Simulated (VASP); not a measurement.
Here is a VASP 6.6.1 calculation.

Contents of INCAR:

```
ALGO = Normal
EDIFF = 1E-7
EDIFFG = -0.04
ENCUT = 600
GGA = PE
IBRION = 2
ISIF = 3
ISMEAR = 0
ISPIN = 2
LASPH = T
LCHARG = F
LMAXMIX = 4
LORBIT = 11
LREAL = F
LWAVE = F
MAGMOM = 0 1 1 1 0
NELM = 150
NSW = 90
PREC = Accurate
SIGMA = 0.1
```

KPOINTS

```
k-points
0
Gamma
  4 4 4
```

Contents of POSCAR:

```
NaOs3F
1.0
    4.2271838900      0.0000000000      0.0000000000
    0.0000000000      4.2271838900      0.0000000000
    0.0000000000      0.0000000000      4.2271838900
Na Os F
1 3 1
Direct
    0.0000000000      0.0000000000      0.0000000000
    0.0000000000      0.5000000000      0.5000000000
    0.5000000000      0.0000000000      0.5000000000
    0.5000000000      0.5000000000      0.0000000000
    0.5000000000      0.5000000000      0.5000000000
```

Potentials or basis: VASP PAW PBE potentials, release 64 (Na_pv, Os, F).

Launch:

```console
$ cat potpaw_PBE.64/Na_pv/POTCAR potpaw_PBE.64/Os/POTCAR potpaw_PBE.64/F/POTCAR > POTCAR
$ mpirun -np 1 vasp_std > vasp.out
```

Problem. Predict the net moment.

Solution. 2.55 μB per cell.

Problem. Estimate the relaxed cell.

Solution. a = 4.295 Å, b = 4.295 Å, c = 4.295 Å, α = 90.00°, β = 90.00°, γ = 90.00°.

Final structure:
```cif
data_structure
_symmetry_space_group_name_H-M 'P 1'
_symmetry_Int_Tables_number 1
_cell_length_a 4.2947
_cell_length_b 4.2947
_cell_length_c 4.2947
_cell_angle_alpha 90.000
_cell_angle_beta 90.000
_cell_angle_gamma 90.000
_cell_volume 79.22
loop_
_atom_site_label
_atom_site_type_symbol
_atom_site_fract_x
_atom_site_fract_y
_atom_site_fract_z
_atom_site_occupancy
Na1 Na 0.00000 0.00000 0.00000 1
Os1 Os 0.00000 0.50000 0.50000 1
Os2 Os 0.50000 0.00000 0.50000 1
Os3 Os 0.50000 0.50000 0.00000 1
F1 F 0.50000 0.50000 0.50000 1
```

Caveat: the k points lie up to 0.37 Å⁻¹ apart in the final cell.
